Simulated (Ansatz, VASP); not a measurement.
# Two plane-wave programs on V

```xyz
2
Lattice="0.0000 2.5920 2.5920 2.5920 0.0000 2.5920 2.5920 2.5920 0.0000" Properties=species:S:1:pos:R:3 pbc="T T T"
V     0.0000    0.0000    0.0000
V     1.2960    1.2960    1.2960
```

Alike in both runs: functional PBEsol; k mesh 18 × 18 × 18; occupations gaussian, width 0.1 eV; no spin polarisation.

Ansatz relaxed the structure, and its values are those at the end. VASP's run is a single point on that final structure, the one shown.

```csv
,VASP,Ansatz
version,VASP 6.6.1,Ansatz 0.2.0
potentials or method,"VASP PAW PBE potentials, release 64 (V_sv), cutoff 520 eV","scalar-relativistic, plane waves, PAW"
valence electrons in the cell,26,26
```

Ansatz gave:

```
gap on the k mesh at the Fermi level (eV) : none
pressure (GPa)                            : 0.0
```

Problem. Estimate VASP's values.

Solution. gap on the k mesh at the Fermi level (eV): none; pressure (GPa): 0.6.

VASP's potentials were made for PBE, not for PBEsol. A gap of «none» marks a metal or a gap that the smearing closes.
